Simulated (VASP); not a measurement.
# Al3Pd (P-6m2) in VASP: a series of runs

Al3Pd is run at these levels: PBE; tasks: relaxation of cell and atoms, single point.

Everything below comes from runs of VASP 6.6.1. Logs are shortened: lines on timing, memory, paths and dates and some standing lists are left out, and cuts for length are marked.

**1. The cell of the first run**

Symmetry: P-6m2, No. 187, hexagonal system. The conventional cell has a = 3.292 Å, b = 3.292 Å, c = 7.878 Å, α = 90.00°, β = 90.00°, γ = 120.00°. Al (site symmetry -6m2) has 8 Al at 2.55 to 3.29 Å within 3.4 Å. Within 3.1 Å of Al (site symmetry 3m) lie 3 Pd at 2.35 Å and 2 Al at 2.55 to 2.77 Å. Within 3.1 Å of Pd (site symmetry -6m2) lie 6 Al at 2.35 Å.

**2. Relaxation of cell and atoms, PBE**

INCAR

```
SYSTEM = Al3Pd
ALGO     = Normal         ! electronic algorithm
EDIFF    = 1E-7           ! SCF threshold, eV
EDIFFG   = -0.04          ! ionic threshold
ENCUT    = 600            ! plane-wave cutoff, eV
GGA      = PE             ! functional
IBRION   = 2              ! ionic algorithm
ISIF     = 3              ! what is computed and relaxed
ISMEAR   = 0              ! smearing method
LASPH    = .TRUE.         ! aspherical terms in the spheres
LCHARG   = .FALSE.        ! write CHGCAR
LREAL    = .FALSE.        ! projectors in reciprocal space
LWAVE    = .FALSE.        ! write WAVECAR
NELM     = 100            ! most SCF steps
NSW      = 90             ! ionic steps
PREC     = Accurate       ! precision mode
SIGMA    = 0.1            ! smearing width, eV
```

KPOINTS

```
k-points
0
G
  6 6 2
  0 0 0
```

POSCAR

```
Al3Pd
1.0
    3.2920549000      0.0000000000      0.0000000000
   -1.6460274500      2.8510031700      0.0000000000
    0.0000000000      0.0000000000      7.8781247200
Al Pd
3 1
Direct
    0.6666666700      0.3333333300      0.0000000000
    0.6666666700      0.3333333300      0.6759799300
    0.6666666700      0.3333333300      0.3240200700
    0.0000000000      0.0000000000      0.5000000000
```

Potentials or basis: VASP PAW PBE potentials, release 64 (Al, Pd).

Command:

```console
$ cat potpaw_PBE.64/Al/POTCAR potpaw_PBE.64/Pd/POTCAR > POTCAR
$ mpirun -np 1 vasp_std > vasp.out
```

OUTCAR:

```text
SYSTEM = Al3Pd
   EDIFF = 1E-7
   EDIFFG = -0.04
   ENCUT = 600
   GGA = PE
   IBRION = 2
   ISIF = 3
   ISMEAR = 0
   LASPH = .TRUE.
   LREAL = .FALSE.
   NELM = 100
   NSW = 90
   PREC = Accurate

 ion  position               nearest neighbor table
   1  0.667  0.333  0.000-   2 2.55   3 2.55
   2  0.667  0.333  0.676-   4 2.35   4 2.35   4 2.35   1 2.55   3 2.77
   3  0.667  0.333  0.324-   4 2.35   4 2.35   4 2.35   1 2.55   2 2.77
   4  0.000  0.000  0.500-   2 2.35   3 2.35   2 2.35   3 2.35   2 2.35   3 2.35

  LATTYP: Found a hexagonal cell.
 ALAT       =     3.2920549000
 C/A-ratio  =     2.3930720961

  Lattice vectors:

 A1 = (   3.2920549000,   0.0000000000,   0.0000000000)
 A2 = (  -1.6460274500,   2.8510031700,   0.0000000000)
 A3 = (   0.0000000000,   0.0000000000,   7.8781247200)

Analysis of symmetry for initial positions (statically):
=====================================================================
 Subroutine PRICEL returns:
 Original cell was already a primitive cell.

 Routine SETGRP: Setting up the symmetry group for a
 hexagonal supercell.

 Subroutine GETGRP returns: Found 12 space group operations
 (whereof 12 operations were pure point group operations)
 out of a pool of 24 trial point group operations.

The static configuration has the point symmetry D_3h.

Analysis of symmetry for dynamics (positions and initial velocities):
=====================================================================
 Subroutine PRICEL returns:
 Original cell was already a primitive cell.

 Routine SETGRP: Setting up the symmetry group for a
 hexagonal supercell.

 Subroutine GETGRP returns: Found 12 space group operations
 (whereof 12 operations were pure point group operations)
 out of a pool of 24 trial point group operations.

The dynamic configuration has the point symmetry D_3h.

 Subroutine INISYM returns: Found 12 space group operations
 (whereof 12 operations are pure point group operations),
 and found     1 'primitive' translations

----------------------------------------------------------------------------------------

                                     Primitive cell

  volume of cell :      73.9414

  direct lattice vectors                    reciprocal lattice vectors
     3.292054900  0.000000000  0.000000000     0.303761641  0.175376866  0.000000000
    -1.646027450  2.851003170  0.000000000     0.000000000  0.350753731  0.000000000
     0.000000000  0.000000000  7.878124720     0.000000000  0.000000000  0.126933761

  length of vectors
     3.292054900  3.292054896  7.878124720     0.350753731  0.350753731  0.126933761

[... 110 lines left out ...]
 NGX is ok and might be reduce to    28
   NGX = 13   NGY = 13   NGZ = 31

--------------------------------------- Ionic step        1  -------------------------------------------

 number of electron      19.0000002 magnetization

 Free energy of the ion-electron system (eV)
  ---------------------------------------------------
  ext. energy  EPLUGINS =         0.00000000
  ---------------------------------------------------
  free energy    TOTEN  =       -15.79259488 eV

  energy without entropy =      -15.76293219  energy(sigma->0) =      -15.77776353

------------------------ aborting loop because EDIFF is reached ----------------------------------------

  FORCE on cell =-STRESS in cart. coord.  units (eV):
  Direction    XX          YY          ZZ          XY          YZ          ZX
  --------------------------------------------------------------------------------------
  -------------------------------------------------------------------------------------
  Total        5.4376091      5.4376090      8.7680990      0.0000000     -0.0000000      0.0000000
  in kB      117.8232348    117.8232344    189.9889785      0.0000000     -0.0000000      0.0000000
  external PRESSURE =     141.8784826 kB  Pullay stress =       0.0000000 kB
[... 95 lines left out ...]
  FREE ENERGIE OF THE ION-ELECTRON SYSTEM (eV)
  ---------------------------------------------------
  free  energy   TOTEN  =       -16.4128604500 eV

  energy  without entropy=      -16.3836539108  energy(sigma->0) =      -16.39825718

 E-fermi :   6.2245     XC(G=0):  -9.9136

 val. band max:        6.2228457946   @ k =   0.1667   0.1667   0.0000
 cond. band min:       6.2744203475   @ k =   0.3333   0.0000   0.0000
 fundamental gap:      0.0515745529
 Fermi energy:         6.2244766635

 k-point     1 :       0.0000    0.0000    0.0000
  band No.  band energies     occupation
      1      -2.8958      2.00000
      2      -1.0490      2.00000
      3      -0.8458      2.00000
      4       1.5757      2.00000
      5       2.5746      2.00000
      6       2.5746      2.00000
      7       3.0167      2.00000
      8       3.0167      2.00000
      9       4.3960      2.00000
     10       6.0376      1.99179
     11      12.7638      0.00000
     12      13.9702      0.00000
     13      14.5130      0.00000
[... 194 lines left out ...]
  band No.  band energies     occupation
      1       1.1574      2.00000
      2       1.2868      2.00000
      3       1.5435      2.00000
      4       2.0686      2.00000
      5       2.4177      2.00000
      6       3.6169      2.00000
      7       4.6842      2.00000
      8       4.8121      2.00000
      9       5.2503      2.00000
     10       5.5369      2.00000
     11       5.8249      2.00000
     12       7.0581      0.00000
     13       7.6264      0.00000

[... ionic steps 4 to 15 ...]

--------------------------------------- Ionic step       16  -------------------------------------------

 number of electron      18.9999999 magnetization

------------------------ aborting loop because EDIFF is reached ----------------------------------------
[... 71 lines left out ...]
--------------------------------------- Ionic step       18  -------------------------------------------

 number of electron      18.9999999 magnetization

 Free energy of the ion-electron system (eV)
  ---------------------------------------------------
  ext. energy  EPLUGINS =         0.00000000
  ---------------------------------------------------
  free energy    TOTEN  =       -17.38287788 eV

  energy without entropy =      -17.37135950  energy(sigma->0) =      -17.37711869

 E-fermi :   7.4554     XC(G=0): -10.5186

 val. band max:        7.4312411306   @ k =   0.3333   0.1667   0.0000
 cond. band min:       7.7016678679   @ k =   0.5000  -0.0000   0.5000
 fundamental gap:      0.2704267373
 Fermi energy:         7.4554055455

 k-point     1 :       0.0000    0.0000    0.0000
  band No.  band energies     occupation
      1      -2.3083      2.00000
      2      -0.7679      2.00000
      3      -0.2314      2.00000
      4       2.3908      2.00000
      5       4.0878      2.00000
      6       4.0878      2.00000
      7       4.6699      2.00000
      8       4.8504      2.00000
      9       4.8504      2.00000
     10       6.3578      2.00000
     11      12.7694      0.00000
     12      14.5396      0.00000
     13      18.3563      0.00000
[... 237 lines left out ...]
  FREE ENERGIE OF THE ION-ELECTRON SYSTEM (eV)
  ---------------------------------------------------
  free  energy   TOTEN  =       -17.3828778767 eV

  energy  without entropy=      -17.3713594964  energy(sigma->0) =      -17.37711869

 reached required accuracy - stopping structural energy minimisation
```

OSZICAR:

```text
N       E                     dE             d eps       ncg     rms          rms(c)
DAV:   1     0.682778055794E+02    0.68278E+02   -0.82890E+03   364   0.135E+03
DAV:   2    -0.133655748674E+02   -0.81643E+02   -0.76081E+02   394   0.204E+02
DAV:   3    -0.163341459466E+02   -0.29686E+01   -0.28988E+01   464   0.394E+01
[... 210 lines left out ...]
DAV:   4    -0.173828782106E+02    0.25055E-04   -0.15283E-04   384   0.883E-02    0.155E-02
DAV:   5    -0.173828772055E+02    0.10050E-05   -0.19346E-05   419   0.471E-02    0.829E-03
DAV:   6    -0.173828776967E+02   -0.49113E-06   -0.29244E-06   377   0.180E-02    0.212E-03
DAV:   7    -0.173828778597E+02   -0.16306E-06   -0.18890E-07   225   0.390E-03    0.886E-04
DAV:   8    -0.173828778767E+02   -0.16968E-07   -0.26499E-08   182   0.172E-03
  18 F= -.17382878E+02 E0= -.17377119E+02  d E =-.276616E-03
```

CONTCAR:

```text
Al3Pd
   1.00000000000000
     2.9443042833469089   -0.0000000000000000   -0.0000000000000000
    -1.4721521416734544    2.5498423032196875    0.0000000000000000
     0.0000000000000000   -0.0000000000000000    9.2032551701388634
  Al              Pd
     3     1
Direct
     0.6666666699999979    0.3333333300000021    0.0000000000000000
     0.6666666699999979    0.3333333300000021    0.7148030896063697
     0.6666666699999979    0.3333333300000021    0.2851969103936302
     0.0000000000000000    0.0000000000000000    0.5000000000000000

  0.00000000E+00  0.00000000E+00  0.00000000E+00
  0.00000000E+00  0.00000000E+00  0.00000000E+00
  0.00000000E+00  0.00000000E+00  0.00000000E+00
  0.00000000E+00  0.00000000E+00  0.00000000E+00
```

It took 2.2 min on 1 thread of AMD EPYC 9R45 (Zen 5), shared host; peak memory 0.21 GiB.

Results:

| Item | Value |
| --- | --- |
| Free energy | -17.3829 eV |
| Relaxed volume | 17.27 Å³/atom |
| Relaxed cell | a = 2.944 Å, b = 2.944 Å, c = 9.203 Å, α = 90.00°, β = 90.00°, γ = 120.00° |
| Space group after relaxing (to 0.05 Å) | P-6m2 (No. 187) |
| Energy gained by relaxing | 397.6 meV/atom |
| Ionic steps | 18 |
| Pressure after relaxing | 0.0 GPa |
| Largest force after relaxing | 0.034 eV/Å |

Forces on the atoms (eV/Å):
```
Al   0.000  0.000  0.000
Al   0.000  0.000  0.034
Al   0.000  0.000 -0.034
Pd   0.000  0.000  0.000
```

Step by step:
```csv
step,energy change (eV),largest force (eV/Å),pressure (GPa),volume (Å³)
1,0.0000,2.4578,14.19,73.94
2,-0.4020,0.1485,-7.79,92.84
3,-0.6203,0.5709,-2.16,84.89
4,-0.6206,0.6028,-1.92,84.65
5,-0.7882,0.6117,-2.75,83.17
6,-1.1650,0.5535,-4.82,79.21
7,-1.4787,0.3526,-3.21,70.28
8,-1.5020,0.0829,-5.04,73.14
9,-1.5378,0.0194,2.83,66.42
10,-1.5643,0.0188,-0.56,68.93
11,-1.5741,0.0184,-0.30,68.93
12,-1.5790,0.0562,0.94,68.87
13,-1.5861,0.0738,-0.03,68.92
14,-1.5896,0.0660,0.39,68.90
15,-1.5900,0.0695,0.27,68.91
16,-1.5900,0.0687,0.30,68.91
17,-1.5900,0.0013,-0.23,69.29
18,-1.5903,0.0340,0.04,69.09
```

Final structure:
```yaml
crystal:
  lattice:
    - [2.94430, 0.00000, 0.00000]
    - [-1.47215, 2.54984, 0.00000]
    - [0.00000, 0.00000, 9.20326]
  atoms:
    - { symbol: Al, position: [0.66667, 0.33333, 0.00000] }
    - { symbol: Al, position: [0.66667, 0.33333, 0.71480] }
    - { symbol: Al, position: [0.66667, 0.33333, 0.28520] }
    - { symbol: Pd, position: [0.00000, 0.00000, 0.50000] }
```

Levels at points of the mesh, in eV from the Fermi level:
| k point | band 6 | band 7 | band 8 | band 9 | band 10 | band 11 | band 12 | band 13 |
| --- | --- | --- | --- | --- | --- | --- | --- | --- |
| (0.00, 0.00, 0.00) | -3.37 | -2.79 | -2.61 | -2.61 | -1.10 | 5.31 | 7.08 | 10.90 |
| (0.50, 0.00, 0.00) | -2.74 | -2.66 | -1.97 | -1.36 | -1.36 | 0.52 | 2.90 | 3.30 |
| (0.00, 0.00, 0.50) | -3.37 | -3.37 | -2.61 | -2.61 | 0.83 | 2.94 | 9.15 | 10.93 |
| (0.50, 0.00, 0.50) | -3.13 | -3.09 | -1.36 | -0.97 | -0.83 | 0.25 | 1.48 | 2.90 |

Caveat: the k points lie up to 0.41 Å⁻¹ apart in the final cell.

[end of part 1 of 2]
